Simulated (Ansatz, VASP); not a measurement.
**Two plane-wave programs on P**

POSCAR

```
P
1.0
    2.4246941115      0.0000000000      0.0000000000
    0.0000000000      2.4385351442      0.0000000000
   -0.0203144631      0.0000000000      4.8524328982
P
2
Direct
    0.0000000300      0.0000000000      0.7494253600
    0.9999999700      0.0000000000      0.2505746400
```

INCAR.step1

```
PREC     = Accurate       # precision mode
ENCUT    = 520            # plane-wave cutoff, eV
EDIFF    = 1E-5           # SCF threshold, eV
ISMEAR   = -1             # smearing method
SIGMA    = 0.05           # smearing width, eV
LREAL    = False          # projectors in reciprocal space
LASPH    = True           # aspherical terms in the spheres
NELM     = 100            # most SCF steps
ALGO     = Normal         # electronic algorithm
ISIF     = 2              # what is computed and relaxed
LWAVE    = True           # write WAVECAR
GGA      = PE             # functional
NBANDS   = 12             # bands
```

The input INCAR.step2:

```
PREC     = Accurate       # precision mode
ENCUT    = 520            # plane-wave cutoff, eV
EDIFF    = 1E-6           # SCF threshold, eV
ISMEAR   = -1             # smearing method
SIGMA    = 0.05           # smearing width, eV
LREAL    = False          # projectors in reciprocal space
LASPH    = True           # aspherical terms in the spheres
NELM     = 100            # most SCF steps
ALGO     = Normal         # electronic algorithm
ISIF     = 2              # what is computed and relaxed
LWAVE    = False          # write WAVECAR
LCHARG   = True           # write CHGCAR
GGA      = PE             # functional
LHFCALC  = True           # exact exchange
AEXX     = 0.2            # exact-exchange fraction
HFSCREEN = 0.2            # screening, 1/A
PRECFOCK = Normal       
LELF     = True           # ELF
LVHAR    = True         
ISTART   = 1            
NBANDS   = 12             # bands
```

Contents of KPOINTS:

```
Automatic mesh
0
Gamma
  6 6 3
```

The input input.yaml:

```yaml
crystal:
  lattice:
    - [2.4246941115, 0.0, 0.0]
    - [0.0, 2.4385351442, 0.0]
    - [-0.0203144631, 0.0, 4.8524328982]
  atoms:
    - { symbol: P, position: [3.0e-08, 0.0, 0.74942536] }
    - { symbol: P, position: [0.99999997, 0.0, 0.25057464] }
hamiltonian:
  xc: { exchange: pbe, correlation: pbe, exx: { coeff: 0.2, omega: 0.2 } }
  pseudopotentials: { kind: paw }
kpoints:
  mp_grid: { grid: [6, 6, 3] }
scf:
  occupations: { method: fermi_dirac, width: 0.05 }
output:
  forces: true
  stress: true
  eigenvalues: true
```

Alike in both runs: task single point; functional PBE-based screened hybrid with a share of 0.2 of exact exchange and HFSCREEN = 0.2; k mesh 6 × 6 × 3; occupations fermi-dirac, width 0.05 eV; no spin polarisation.

```csv
,VASP,Ansatz
version,VASP 6.6.1,Ansatz 0.2.0
potentials or method,"VASP PAW PBE potentials, release 64 (P)",Ansatz PAW
plane-wave cutoff (eV),520,420
valence electrons in the cell,10,10
```

|  | VASP | Ansatz | Ansatz less VASP |
| --- | --- | --- | --- |
| gap on the k mesh at the Fermi level (eV) | none | none | - |
| pressure (GPa) | -1.8 | -1.0 | +0.75 |
| traceless stress, the component that is largest in VASP (GPa) | 1.33 | 1.27 | -0.065 |
| rms of the force components (eV/Å) | 0.011 | 0.011 | +0.0009 |

VASP's potentials were made for PBE, not for PBE-based screened hybrid. Atom by atom the forces differ by 0.001 eV/Å (rms over components). A gap of «none» marks a metal or a gap that the smearing closes.

The k mesh is coarse, so the values compare programs but aren't converged.
